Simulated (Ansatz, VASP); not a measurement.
**Two plane-wave programs on SiO2**

The input INCAR:

```
PREC = Accurate
ENCUT = 520
EDIFF = 1E-7
ISMEAR = 0
SIGMA = 0.02
LREAL = Auto
LASPH = T
NELM = 100
ALGO = Normal
ISIF = 2
LWAVE = F
LCHARG = T
GGA = CA
LELF = T
LVHAR = T
NBANDS = 82
```

File KPOINTS:

```
regular mesh
0
Gamma
  4 4 4
```

The input POSCAR:

```
SiO2
1.0
   -4.9266477401      4.9266477401      4.9266477401
    4.9266477401     -4.9266477401      4.9266477401
    4.9266477401      4.9266477401     -4.9266477401
Si O
8 16
Direct
    0.3136200470      0.3136200470      0.3136200470
    0.0000000000      0.3136200470      0.0000000000
    0.0000000000      0.0000000000      0.3136200470
    0.3136200470      0.0000000000      0.0000000000
    0.0000000000      0.0000000000      0.6863799530
    0.6863799530      0.0000000000      0.0000000000
    0.0000000000      0.6863799530      0.0000000000
    0.6863799530      0.6863799530      0.6863799530
    0.5000000000      0.5000000000      0.5000000000
    0.0000000000      0.5000000000      0.0000000000
    0.0000000000      0.0000000000      0.5000000000
    0.5000000000      0.0000000000      0.0000000000
    0.1890019630      0.1890019630      0.3780039260
    0.1890019630      0.3780039260      0.1890019630
    0.8109980370      0.0000000000      0.1890019630
    0.0000000000      0.8109980370      0.1890019630
    0.3780039260      0.1890019630      0.1890019630
    0.1890019630      0.8109980370      0.0000000000
    0.8109980370      0.1890019630      0.0000000000
    0.1890019630      0.0000000000      0.8109980370
    0.6219960740      0.8109980370      0.8109980370
    0.8109980370      0.6219960740      0.8109980370
    0.0000000000      0.1890019630      0.8109980370
    0.8109980370      0.8109980370      0.6219960740
```

Input for Ansatz:

```yaml
crystal:
  lattice:
    - [-4.9266477401, 4.9266477401, 4.9266477401]
    - [4.9266477401, -4.9266477401, 4.9266477401]
    - [4.9266477401, 4.9266477401, -4.9266477401]
  atoms:
    - { symbol: Si, position: [0.313620047, 0.313620047, 0.313620047] }
    - { symbol: Si, position: [0.0, 0.313620047, 0.0] }
    - { symbol: Si, position: [0.0, 0.0, 0.313620047] }
    - { symbol: Si, position: [0.313620047, 0.0, 0.0] }
    - { symbol: Si, position: [0.0, 0.0, 0.686379953] }
    - { symbol: Si, position: [0.686379953, 0.0, 0.0] }
    - { symbol: Si, position: [0.0, 0.686379953, 0.0] }
    - { symbol: Si, position: [0.686379953, 0.686379953, 0.686379953] }
    - { symbol: O, position: [0.5, 0.5, 0.5] }
    - { symbol: O, position: [0.0, 0.5, 0.0] }
    - { symbol: O, position: [0.0, 0.0, 0.5] }
    - { symbol: O, position: [0.5, 0.0, 0.0] }
    - { symbol: O, position: [0.189001963, 0.189001963, 0.378003926] }
    - { symbol: O, position: [0.189001963, 0.378003926, 0.189001963] }
    - { symbol: O, position: [0.810998037, 0.0, 0.189001963] }
    - { symbol: O, position: [0.0, 0.810998037, 0.189001963] }
    - { symbol: O, position: [0.378003926, 0.189001963, 0.189001963] }
    - { symbol: O, position: [0.189001963, 0.810998037, 0.0] }
    - { symbol: O, position: [0.810998037, 0.189001963, 0.0] }
    - { symbol: O, position: [0.189001963, 0.0, 0.810998037] }
    - { symbol: O, position: [0.621996074, 0.810998037, 0.810998037] }
    - { symbol: O, position: [0.810998037, 0.621996074, 0.810998037] }
    - { symbol: O, position: [0.0, 0.189001963, 0.810998037] }
    - { symbol: O, position: [0.810998037, 0.810998037, 0.621996074] }
basis:
  ecutwfc: 420
kpoints:
  mp_grid: { grid: [4, 4, 4] }
hamiltonian:
  xc: lda
scf:
  occupations: { method: gaussian, width: 0.02 }
output:
  forces: false
  stress: false
  eigenvalues: true
  eigenstates:
    kpoints:
      - [-0.041667, -0.041667, 0.041667]
      - [-0.057349007, -0.025984993, 0.057349007]
      - [-0.025984993, -0.057349007, 0.025984993]
      - [-0.025984993, -0.057349007, 0.057349007]
      - [-0.057349007, -0.025984993, 0.025984993]
      - [-0.025984993, -0.025984993, 0.025984993]
      - [-0.057349007, -0.057349007, 0.057349007]
      - [-0.041667, -0.041667, 0.063844707]
      - [-0.041667, -0.041667, 0.019489293]
      - [-0.041667, -0.019489293, 0.041667]
      - [-0.041667, -0.063844707, 0.041667]
      - [-0.019489293, -0.041667, 0.041667]
      - [-0.063844707, -0.041667, 0.041667]
      - [-0.032612989, -0.032612989, 0.050721011]
      - [-0.050721011, -0.050721011, 0.032612989]
      - [0.0, 0.0, 0.0]
      - [-0.015682007, 0.015682007, 0.015682007]
      - [0.015682007, -0.015682007, -0.015682007]
      - [0.015682007, -0.015682007, 0.015682007]
      - [-0.015682007, 0.015682007, -0.015682007]
      - [0.015682007, 0.015682007, -0.015682007]
      - [-0.015682007, -0.015682007, 0.015682007]
      - [0.0, 0.0, 0.022177707]
      - [0.0, 0.0, -0.022177707]
      - [0.0, 0.022177707, 0.0]
      - [0.0, -0.022177707, 0.0]
      - [0.022177707, 0.0, 0.0]
      - [-0.022177707, 0.0, 0.0]
      - [0.009054011, 0.009054011, 0.009054011]
      - [-0.009054011, -0.009054011, -0.009054011]
    e_range: [-7.026096, 7.026096]
checkpoint:
  read: start.run
  write: ck
  compress: false
  write_wavefunctions: false
  write_every: 100000
```

Alike in both runs: task single point; functional LDA; k mesh 4 × 4 × 4; occupations gaussian, width 0.02 eV; no spin polarisation.

|  | VASP | Ansatz |
| --- | --- | --- |
| version | VASP 6.6.1 | Ansatz 0.2.0 |
| potentials or method | VASP PAW LDA potentials, release 64 (Si, O), cutoff 520 eV | scalar-relativistic, plane waves, PAW |
| valence electrons in the cell | 128 | 128 |

|  | VASP | Ansatz | Ansatz less VASP |
| --- | --- | --- | --- |
| gap on the k mesh at the Fermi level (eV) | 5.52 | 5.53 | +0.007 |
| least direct gap on the mesh (eV) | 5.52 | 5.53 | +0.007 |

LDA's correlation is that of Perdew and Zunger in VASP and of Perdew and Wang (1992) in Ansatz.
